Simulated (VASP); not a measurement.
Write the native input for VASP 6.6.1 that does the following.

- Task: single point
- Functional: PBE
- Potentials or basis: VASP PAW PBE potentials, release 64 (Pb_d, Se)
- Cutoff: 520 eV
- k mesh: 9 × 9 × 9
- Occupations: fermi-dirac, width 0.01 eV
- Spin: no spin polarisation
- Dipole correction: no
- Further INCAR settings: ALGO = Normal; EDIFF = 1e-07; NBANDS = 17

The structure of PbSe lies in POSCAR:

```
PbSe
1.0
    0.0000000000      3.1024460684      3.1024460684
    3.1024460684      0.0000000000      3.1024460684
    3.1024460684      3.1024460684      0.0000000000
Pb Se
1 1
Direct
    0.0000000000      0.0000000000      0.0000000000
    0.5000000000      0.5000000000      0.5000000000
```

This cell differs from its parent crystal: volume scaled by 1.04.

These files were run (other wordings do the same):

INCAR

```
SYSTEM = PbSe
  PREC = Accurate
  ENCUT = 520
  EDIFF = 1E-7
  ISMEAR = -1
  SIGMA = 0.01
  LREAL = .FALSE.
  LASPH = .TRUE.
  NELM = 80
  ALGO = Normal
  ISIF = 2
  LWAVE = .FALSE.
  LCHARG = .FALSE.
  GGA = PE
  NBANDS = 17
```

KPOINTS

```
regular mesh
0
G
  9 9 9
  0 0 0
```

Potentials or basis: VASP PAW PBE potentials, release 64 (Pb_d, Se).

The run is started by

```console
$ cat potpaw_PBE.64/Pb_d/POTCAR potpaw_PBE.64/Se/POTCAR > POTCAR
$ mpirun -np 1 vasp_std > vasp.out
```

It gave:

```json
{
 "Pressure": "0.3 GPa"
}
```

It took 64 s on 1 thread of Intel Xeon 6975P-C, with other jobs on the host, peak memory 0.22 GiB.
